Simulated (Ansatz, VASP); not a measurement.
# Two plane-wave programs on Sn

```
Sn
1.0
     0.00000    3.21951    3.21951
     3.21951    0.00000    3.21951
     3.21951    3.21951    0.00000
Sn
2
Direct
  0.00000 0.00000 0.00000
  0.25000 0.25000 0.25000
```

Alike in both runs: task relaxation of cell and atoms; functional PBE; k mesh 9 × 9 × 9; occupations fermi-dirac, width 0.05 eV; no spin polarisation.

```csv
,VASP,Ansatz
version,VASP 6.6.1,Ansatz 0.2.0
potentials or method,"VASP PAW PBE potentials, release 64 (Sn_d)","PAW with Ansatz's default frozen-core files, scalar-relativistic"
plane-wave cutoff (eV),600,420
valence electrons in the cell,28,28
```

VASP gave:

```
relaxed volume (Å³/atom)                                     : 36.81
relaxed cell length with the largest relative difference (Å) : 4.704
```

Q: What did Ansatz give for the same quantities?

A: Relaxed volume (Å³/atom): 36.85; relaxed cell length with the largest relative difference (Å): 4.706.
